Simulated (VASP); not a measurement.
# La8P3I8 (a cell with a defect) in VASP: single point with PBEsol

Aim: the single point of La8P3I8 (a cell with a defect) with PBEsol.

All numbers are computed with VASP 6.6.1; they aren't measurements. Logs are shortened: lines on timing, memory, paths and dates and some standing lists are left out, and cuts for length are marked.

## Step 1: The cell of the first run

The cell holds a defect, 19 atoms: a = 8.545 Å, b = 8.545 Å, c = 10.967 Å, α = 90.00°, β = 90.00°, γ = 120.00°.

## Step 2: Single point, PBEsol

INCAR

```
SYSTEM = La8P3I8
  PREC = Accurate
  ENCUT = 520
  EDIFF = 1E-6
  ISMEAR = 0
  SIGMA = 0.05
  LREAL = Auto
  LASPH = .TRUE.
  NELM = 80
  ALGO = Normal
  ISIF = 2
  LWAVE = .FALSE.
  LCHARG = .TRUE.
  GGA = PS
  LELF = .TRUE.
  LVHAR = .TRUE.
  NBANDS = 94
```

KPOINTS

```
Automatic mesh
0
Gamma
  3 3 2
  0 0 0.5
```

POSCAR

```
La8P3I8
1.0
    4.2723812092      7.3999813123      0.0000000000
   -8.5447624086      0.0000000057      0.0000000000
    0.0000000000      0.0000000000     10.9672874470
I La P
8 8 3
Direct
    0.1674660349      0.3338941152      0.6661649845
    0.1713482899      0.8358781530      0.6630452123
    0.6656287663      0.3301507240      0.6631485334
    0.6657446806      0.8359463250      0.6631207881
    0.3360616782      0.6710760087      0.3368088521
    0.3360295554      0.1654319745      0.3367857704
    0.8342275910      0.6673742891      0.3336826473
    0.8304062285      0.1653775200      0.3367333675
    0.3316185359      0.6621832819      0.8560039290
    0.3316090877      0.1698477418      0.8560639853
    0.8342623013      0.6673403553      0.8545256790
    0.8393953340      0.1699109213      0.8561356735
    0.1675598208      0.3340115070      0.1453432022
    0.1624593600      0.8314321721      0.1438264534
    0.6701557499      0.3391841276      0.1438552769
    0.6700555080      0.8313616713      0.1437964381
    0.5008732011      0.5006274274     -0.0000991049
    0.0008741588      0.0006393558     -0.0000288131
    0.0009079832      0.5006886504     -0.0000497133
```

Potentials or basis: VASP PAW PBE potentials, release 64 (I, La, P).

The run is started by

```bash
$ cat potpaw_PBE.64/I/POTCAR potpaw_PBE.64/La/POTCAR potpaw_PBE.64/P/POTCAR > POTCAR
$ mpirun -np 1 vasp_std > vasp.out
```

OUTCAR:

```text
SYSTEM = La8P3I8
   PREC = Accurate
   ENCUT = 520
   EDIFF = 1E-6
   ISMEAR = 0
   LREAL = Auto
   LASPH = .TRUE.
   NELM = 80
   ISIF = 2
   GGA = PS

 ion  position               nearest neighbor table
   1  0.167  0.334  0.666-  12 3.20  10 3.20   9 3.20
   2  0.171  0.836  0.663-   9 3.25  10 3.25  11 3.26
   3  0.666  0.330  0.663-  10 3.25  12 3.25  11 3.26
   4  0.666  0.836  0.663-   9 3.25  12 3.25  11 3.26
   5  0.336  0.671  0.337-  14 3.25  16 3.25  13 3.26
   6  0.336  0.165  0.337-  14 3.25  15 3.25  13 3.26
   7  0.834  0.667  0.334-  15 3.20  16 3.20  14 3.20
   8  0.830  0.165  0.337-  15 3.25  16 3.25  13 3.26
   9  0.332  0.662  0.856-  19 2.91  17 2.91   1 3.20   2 3.25   4 3.25
  10  0.332  0.170  0.856-  17 2.91  18 2.91   1 3.20   3 3.25   2 3.25
  11  0.834  0.667  0.855-  19 2.94  18 2.94  17 2.94   4 3.26   3 3.26   2 3.26
  12  0.839  0.170  0.856-  18 2.91  19 2.91   1 3.20   4 3.25   3 3.25
  13  0.168  0.334  0.145-  19 2.94  18 2.94  17 2.94   6 3.26   8 3.26   5 3.26
  14  0.162  0.831  0.144-  19 2.91  18 2.91   7 3.20   5 3.25   6 3.25
  15  0.670  0.339  0.144-  19 2.91  17 2.91   7 3.20   8 3.25   6 3.25
  16  0.670  0.831  0.144-  17 2.91  18 2.91   7 3.20   8 3.25   5 3.25
  17  0.501  0.501  1.000-  10 2.91  16 2.91  15 2.91   9 2.91  13 2.94  11 2.94
  18  0.001  0.001  1.000-  12 2.91  10 2.91  16 2.91  14 2.91  11 2.94  13 2.94
  19  0.001  0.501  1.000-  12 2.91  14 2.91   9 2.91  15 2.91  11 2.94  13 2.94

  LATTYP: Found a hexagonal cell.
 ALAT       =     8.5447624086
 C/A-ratio  =     1.2835099354

  Lattice vectors:

 A1 = (   4.2723812092,   7.3999813123,   0.0000000000)
 A2 = (  -8.5447624086,   0.0000000057,   0.0000000000)
 A3 = (   0.0000000000,   0.0000000000,  10.9672874470)

Analysis of symmetry for initial positions (statically):
=====================================================================
 Subroutine PRICEL returns:
 Original cell was already a primitive cell.

 Routine SETGRP: Setting up the symmetry group for a
 hexagonal supercell.

 Subroutine GETGRP returns: Found  1 space group operations
 (whereof  1 operations were pure point group operations)
 out of a pool of 24 trial point group operations.

The static configuration has the point symmetry C_1 .

Analysis of symmetry for dynamics (positions and initial velocities):
=====================================================================
 Subroutine PRICEL returns:
 Original cell was already a primitive cell.

 Routine SETGRP: Setting up the symmetry group for a
 hexagonal supercell.

 Subroutine GETGRP returns: Found  1 space group operations
 (whereof  1 operations were pure point group operations)
 out of a pool of 24 trial point group operations.

The dynamic configuration has the point symmetry C_1 .

 Subroutine INISYM returns: Found  1 space group operations
 (whereof  1 operations are pure point group operations),
 and found     1 'primitive' translations

----------------------------------------------------------------------------------------

                                     Primitive cell

  volume of cell :     693.4735

  direct lattice vectors                    reciprocal lattice vectors
     4.272381209  7.399981312  0.000000000     0.000000000  0.135135476  0.000000000
    -8.544762409  0.000000006  0.000000000    -0.117030755  0.067567738  0.000000000
     0.000000000  0.000000000 10.967287447     0.000000000  0.000000000  0.091180249

  length of vectors
     8.544762409  8.544762409 10.967287447     0.135135476  0.135135476  0.091180249

  position of ions in fractional coordinates (direct lattice)
     0.167466035  0.333894115  0.666164984
     0.171348290  0.835878153  0.663045212
     0.665628766  0.330150724  0.663148533
     0.665744681  0.835946325  0.663120788
     0.336061678  0.671076009  0.336808852
     0.336029555  0.165431975  0.336785770
[... 11 lines left out ...]
     0.000874159  0.000639356  0.999971187
     0.000907983  0.500688650  0.999950287

  ion indices of the primitive-cell ions
   primitive index   ion index
                 1           1
                 2           2
                 3           3
                 4           4
                 5           5
                 6           6
[... 11 lines left out ...]
                18          18
                19          19

----------------------------------------------------------------------------------------

 KPOINTS: Automatic mesh

Automatic generation of k-mesh.
 Grid dimensions read from file:
 generate k-points for:    3    3    2

 Generating k-lattice:

  Cartesian coordinates                     Fractional coordinates (reciprocal lattice)
     0.000000000  0.045045159  0.000000000     0.333333333  0.000000000  0.000000000
    -0.039010252  0.022522579  0.000000000     0.000000000  0.333333333  0.000000000
     0.000000000  0.000000000  0.045590124     0.000000000  0.000000000  0.500000000

  Length of vectors
     0.045045159  0.045045159  0.045590124

  Shift w.r.t. Gamma in fractional coordinates (k-lattice)
     0.000000000  0.000000000  0.500000000

 Subroutine IBZKPT returns following result:
 ===========================================

 Found      9 irreducible k-points:

 Following reciprocal coordinates:
            Coordinates               Weight
  0.000000  0.000000  0.250000      2.000000
  0.333333 -0.000000  0.250000      2.000000
  0.000000  0.333333  0.250000      2.000000
 -0.333333  0.333333  0.250000      2.000000
 -0.333333  0.000000  0.250000      2.000000
  0.000000 -0.333333  0.250000      2.000000
  0.333333 -0.333333  0.250000      2.000000
  0.333333  0.333333  0.250000      2.000000
 -0.333333 -0.333333  0.250000      2.000000
   k-points           NKPTS =      9   k-points in BZ     NKDIM =      9   number of bands    NBANDS=     94
   number of dos      NEDOS =    301   number of ions     NIONS =     19
   total plane-waves  NPLWV = 344064
   dimension x,y,z NGX =    64 NGY =   64 NGZ =   84
   dimension x,y,z NGXF=   128 NGYF=  128 NGZF=  168
   ions per type =               8   8   3
   NGX,Y,Z   is equivalent  to a cutoff of  12.45, 12.45, 12.73 a.u.
   NGXF,Y,Z  is equivalent  to a cutoff of  24.90, 24.90, 25.47 a.u.
 SYSTEM =  La8P3I8
   PREC   = accura    normal or accurate (medium, high low for compatibility)
   ISTART =      0    job   : 0-new  1-cont  2-samecut
   ICHARG =      2    charge: 1-file 2-atom 10-const
   ISPIN  =      1    spin polarized calculation?
   LNONCOLLINEAR =      F non collinear calculations
   LSORBIT =      F    spin-orbit coupling
   LASPH  =      T    aspherical Exc in radial PAW
   ENCUT  =  520.0 eV  38.22 Ry    6.18 a.u.  15.89 15.89 20.39*2*pi/ulx,y,z
   NELM   =     80;   NELMIN=  2; NELMDL= -5     # of ELM steps
   EDIFF  = 0.1E-05   stopping-criterion for ELM
   LREAL  =      T    real-space projection
   EDIFFG = 0.1E-04   stopping-criterion for IOM
   NSW    =      0    number of steps for IOM
   IBRION =     -1    ionic relax: 0-MD 1-quasi-New 2-CG
   NFREE  =      0    steps in history (QN), initial steepest desc. (CG)
   ISIF   =      2    stress and relaxation
   ISYM   =      2    0-nonsym 1-usesym 2-fastsym
   POTIM  = 0.5000    time-step for ionic-motion
   TEBEG  =    0.0;   TEEND  =   0.0 temperature during run
   PSTRESS=    0.0 pullay stress
   NELECT =     159.0000    total number of electrons
   NUPDOWN=      -1.0000    fix difference up-down
   EMIN   =  10.00;   EMAX   =-10.00  energy-range for DOS
   EFERMI =   0.00;   METHOD = LEGACY
   ISMEAR =     0;   SIGMA  =   0.05  broadening in eV -4-tet -1-fermi 0-gaus
   EFERMI_NEDOS =   21; number of points for ismear=-14 and -15
   IALGO  =     38    algorithm
   IMIX   =      4    mixing-type and parameters
     AMIX     =   0.40;   BMIX     =  1.00
     AMIX_MAG =   1.60;   BMIX_MAG =  1.00
  volume/ion in A,a.u.               =      36.50       246.30
  Fermi-wavevector in a.u.,A,eV,Ry     =   1.001991  1.893489 13.660065  1.003986
  Thomas-Fermi vector in A             =   2.134449
   LORBIT       =      0    0 simple, 1 ext, 2 COOP (PROOUT), +10 PAW based schemes
   GGA     = PS    functional components
   LHFCALC =     F    Hartree Fock is set to
   AEXX    =    0.0000 exact exchange contribution
   IVDW    =     0    specifies the selected vdW correction
   LEPSILON=     F    determine dielectric tensor
   LRPA    =     F    only Hartree local field effects (RPA)
 non-spin polarized calculation
 Gauss-broadening in eV      SIGMA  =   0.05
  energy-cutoff  :      520.00
  volume of cell :      693.47
 maximum number of plane-waves:     18702
   NGX = 31   NGY = 31   NGZ = 41

 number of electron     159.0000000 magnetization

 Free energy of the ion-electron system (eV)
  ---------------------------------------------------
  ext. energy  EPLUGINS =         0.00000000
  ---------------------------------------------------
  free energy    TOTEN  =      -101.69742563 eV

  energy without entropy =     -101.67775950  energy(sigma->0) =     -101.68759257

 E-fermi :   5.7830     XC(G=0):  -8.8665

 val. band max:        5.7468945446   @ k =  -0.3333   0.0000   0.2500
 cond. band min:       5.7838945670   @ k =   0.3333   0.3333   0.2500
 fundamental gap:      0.0370000224
 Fermi energy:         5.7829958078

 k-point     1 :       0.0000    0.0000    0.2500
  band No.  band energies     occupation
      1     -27.1497      2.00000
      2     -27.1174      2.00000
      3     -27.1157      2.00000
      4     -27.1153      2.00000
      5     -27.1020      2.00000
      6     -27.1016      2.00000
[... 83 lines left out ...]
     90       7.3150      0.00000
     91       7.3153      0.00000

 k-point     2 :       0.3333   -0.0000    0.2500
  band No.  band energies     occupation
      1     -27.1416      2.00000
      2     -27.1247      2.00000
      3     -27.1160      2.00000
      4     -27.1141      2.00000
      5     -27.1032      2.00000
      6     -27.1018      2.00000
[... 83 lines left out ...]
     90       7.2973      0.00000
     91       7.3603      0.00000

 k-point     3 :       0.0000    0.3333    0.2500
  band No.  band energies     occupation
      1     -27.1416      2.00000
      2     -27.1246      2.00000
      3     -27.1156      2.00000
      4     -27.1147      2.00000
      5     -27.1034      2.00000
      6     -27.1014      2.00000
[... 83 lines left out ...]
     90       7.3213      0.00000
     91       7.3411      0.00000

 k-point     4 :      -0.3333    0.3333    0.2500
  band No.  band energies     occupation
      1     -27.1416      2.00000
      2     -27.1246      2.00000
      3     -27.1158      2.00000
      4     -27.1144      2.00000
      5     -27.1033      2.00000
      6     -27.1016      2.00000
[... 83 lines left out ...]
     90       7.2960      0.00000
     91       7.3582      0.00000

 k-point     5 :      -0.3333    0.0000    0.2500
  band No.  band energies     occupation
      1     -27.1416      2.00000
      2     -27.1247      2.00000
      3     -27.1160      2.00000
      4     -27.1141      2.00000
      5     -27.1032      2.00000
      6     -27.1018      2.00000
[... 83 lines left out ...]
     90       7.3103      0.00000
     91       7.3201      0.00000

 k-point     6 :       0.0000   -0.3333    0.2500
  band No.  band energies     occupation
      1     -27.1416      2.00000
      2     -27.1246      2.00000
      3     -27.1156      2.00000
      4     -27.1147      2.00000
      5     -27.1034      2.00000
      6     -27.1014      2.00000
[... 83 lines left out ...]
     90       7.2956      0.00000
     91       7.3554      0.00000

 k-point     7 :       0.3333   -0.3333    0.2500
  band No.  band energies     occupation
      1     -27.1416      2.00000
      2     -27.1246      2.00000
      3     -27.1158      2.00000
      4     -27.1144      2.00000
      5     -27.1033      2.00000
      6     -27.1016      2.00000
[... 83 lines left out ...]
     90       7.3139      0.00000
     91       7.3211      0.00000

 k-point     8 :       0.3333    0.3333    0.2500
  band No.  band energies     occupation
      1     -27.1317      2.00000
      2     -27.1275      2.00000
      3     -27.1272      2.00000
      4     -27.1058      2.00000
      5     -27.1055      2.00000
      6     -27.1032      2.00000
[... 83 lines left out ...]
     90       7.4007      0.00000
     91       7.4092      0.00000

 k-point     9 :      -0.3333   -0.3333    0.2500
  band No.  band energies     occupation
      1     -27.1317      2.00000
      2     -27.1275      2.00000
      3     -27.1272      2.00000
      4     -27.1058      2.00000
      5     -27.1055      2.00000
      6     -27.1032      2.00000
[... 83 lines left out ...]
     90       7.4047      0.00000
     91       7.4088      0.00000
 [bands above 91 left out]

------------------------ aborting loop because EDIFF is reached ----------------------------------------

  FORCE on cell =-STRESS in cart. coord.  units (eV):
  Direction    XX          YY          ZZ          XY          YZ          ZX
  --------------------------------------------------------------------------------------
  -------------------------------------------------------------------------------------
  Total       -1.2028039     -1.2144789     -0.3902779     -0.0013682      0.0090247     -0.0016357
  in kB       -2.7789170     -2.8058904     -0.9016847     -0.0031611      0.0208504     -0.0037791
  external PRESSURE =      -2.1621641 kB  Pullay stress =       0.0000000 kB

 VOLUME and BASIS-vectors are now :
 -----------------------------------------------------------------------------
  energy-cutoff  :      520.00
  volume of cell :      693.47
      direct lattice vectors                 reciprocal lattice vectors
     4.272381209  7.399981312  0.000000000     0.000000000  0.135135476  0.000000000
    -8.544762409  0.000000006  0.000000000    -0.117030755  0.067567738  0.000000000
     0.000000000  0.000000000 10.967287447     0.000000000  0.000000000  0.091180249

 POSITION                                       TOTAL-FORCE (eV/Angst)
 -----------------------------------------------------------------------------------
     -2.13757      1.23925      7.30602         0.000538      0.000059      0.007311
     -6.41032      1.26797      7.27181         0.000325     -0.003539      0.004892
      0.02276      4.92564      7.27294        -0.001558      0.003235      0.005081
     -4.29865      4.92650      7.27264         0.001736      0.001402      0.006403
     -4.29840      2.48685      3.69388         0.001857     -0.000415     -0.005556
      0.02207      2.48661      3.69363        -0.002737      0.001705     -0.004636
[... 11 lines left out ...]
     -0.00173      0.00647     10.96697         0.001616     -0.000160     -0.000879
     -4.27439      0.00672     10.96674         0.000932     -0.000861     -0.000755
 -----------------------------------------------------------------------------------
    total drift:                                0.002483     -0.000159     -0.002471

  FREE ENERGIE OF THE ION-ELECTRON SYSTEM (eV)
  ---------------------------------------------------
  free  energy   TOTEN  =      -101.6974256347 eV

  energy  without entropy=     -101.6777595044  energy(sigma->0) =     -101.68759257
```

Wall time 28 min (1 thread of Intel Xeon Platinum 8259CL at 2.50GHz (Skylake/Cascade Lake), shared host); peak memory 0.93 GiB.

Results:

- Free energy: -101.6974 eV
- Pressure: -0.2 GPa
- Largest force: 0.015 eV/Å
- Band gap on the k mesh: zero (an odd number of electrons rules out a gap without spin polarisation)

Forces in eV/Å, atoms in the order of the input:
```
I    0.001  0.000  0.007
I    0.000 -0.004  0.005
I   -0.002  0.003  0.005
I    0.002  0.001  0.006
I    0.002  0.000 -0.006
I   -0.003  0.002 -0.005
I   -0.001 -0.002 -0.005
I   -0.001  0.002 -0.004
La   0.005 -0.001 -0.011
La  -0.003 -0.001 -0.013
La  -0.001 -0.001  0.006
La   0.000  0.002 -0.015
La   0.000  0.001 -0.006
La  -0.001 -0.004  0.012
La  -0.003  0.000  0.012
La   0.002  0.002  0.013
P    0.000  0.000  0.000
P    0.002  0.000 -0.001
P    0.001 -0.001 -0.001
```

Stress tensor (GPa, compression positive):
```
-0.28  0.00  0.00
 0.00 -0.28  0.00
 0.00  0.00 -0.09
```

Caveat: the PAW data sets were made with another functional, which shifts forces and pressure a little; spin-orbit coupling is left out, which moves the levels of the heavy elements; an odd number of electrons without spin polarisation forces a metal; a magnetic or distorted state may lie lower.
